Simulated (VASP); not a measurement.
Wanted: the native input for a VASP 6.6.1 run.

```yaml
Task: single point
Functional: LDA
Potentials_or_basis: VASP PAW LDA potentials, release 64 (Li_sv, Tl_d, Pd)
Cutoff: 520 eV
k_mesh: 8 × 8 × 8
Occupations: fermi-dirac, width 0.15 eV
Spin: no spin polarisation
Dipole_correction: no
Further_INCAR_settings: ALGO = Normal; EDIFF = 1e-07; NBANDS = 26
```

The structure of LiTlPd2 lies in POSCAR:

```
LiTlPd2
1.0
   -2.0763260000      2.0763260000      3.7577410000
    2.0763260000     -2.0763260000      3.7577410000
    2.0763260000      2.0763260000     -3.7577410000
Li Tl Pd
1 1 2
Direct
    0.5000000000      0.5000000000      0.0000000000
    0.0000000000      0.0000000000      0.0000000000
    0.7500000000      0.2500000000      0.5000000000
    0.2500000000      0.7500000000      0.5000000000
```

These files were run (other wordings do the same):

INCAR

```
PREC = Accurate
ENCUT = 520
EDIFF = 1E-7
ISMEAR = -1
SIGMA = 0.15
LREAL = F
LASPH = T
NELM = 60
ALGO = Normal
ISIF = 2
LWAVE = F
LCHARG = F
NBANDS = 26
```

KPOINTS

```
Automatic mesh
0
Gamma
  8 8 8
```

Potentials or basis: VASP PAW LDA potentials, release 64 (Li_sv, Tl_d, Pd).

Command:

```console
$ cat potpaw_LDA.64/Li_sv/POTCAR potpaw_LDA.64/Tl_d/POTCAR potpaw_LDA.64/Pd/POTCAR > POTCAR
$ mpirun -np 1 vasp_std > vasp.out
```

Results of the run:

```json
{
  "Band gap on the k mesh": "zero (band 18 reaches 10.56 eV, above the bottom of band 19 at 6.61 eV)"
}
```

Caveat: spin-orbit coupling is left out, which moves the levels of the heavy elements.

Wall time 3.1 min on 1 thread of AMD EPYC 7R13 (shared host), peak memory 0.21 GiB.
